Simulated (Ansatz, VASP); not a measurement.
CsI in VASP and in Ansatz

```
CELL_PARAMETERS angstrom
4.48617 0.00000 0.00000
0.00000 4.48617 0.00000
0.00000 0.00000 4.48617
ATOMIC_POSITIONS crystal
Cs 0.00000 0.00000 0.00000
I 0.50000 0.50000 0.50000
```

Alike in both runs: task relaxation of cell and atoms; functional r2SCAN; k mesh 6 × 6 × 6; occupations gaussian, width 0.02 eV; no spin polarisation.

```csv
,VASP,Ansatz
version,VASP 6.6.1,Ansatz 0.2.0
potentials or method,"VASP PAW PBE potentials, release 64 (Cs_sv, I), cutoff 550 eV","scalar-relativistic, plane waves, PAW"
valence electrons in the cell,16,26
```

```tsv
	VASP	Ansatz	Ansatz less VASP
gap on the k mesh at the Fermi level, each at its own relaxed structure (eV)	4.48	4.54	+0.059
relaxed volume (Å³/atom)	49.21	48.65	-0.561
relaxed cell length with the largest relative difference (Å)	4.617	4.600	-0.0176
```

VASP's potentials were made for PBE, not for r2SCAN. VASP's potentials hold 16 valence electrons a cell and Ansatz's 26, so a difference there can come from the potentials and not from the codes.

Neither program's run includes spin-orbit coupling.
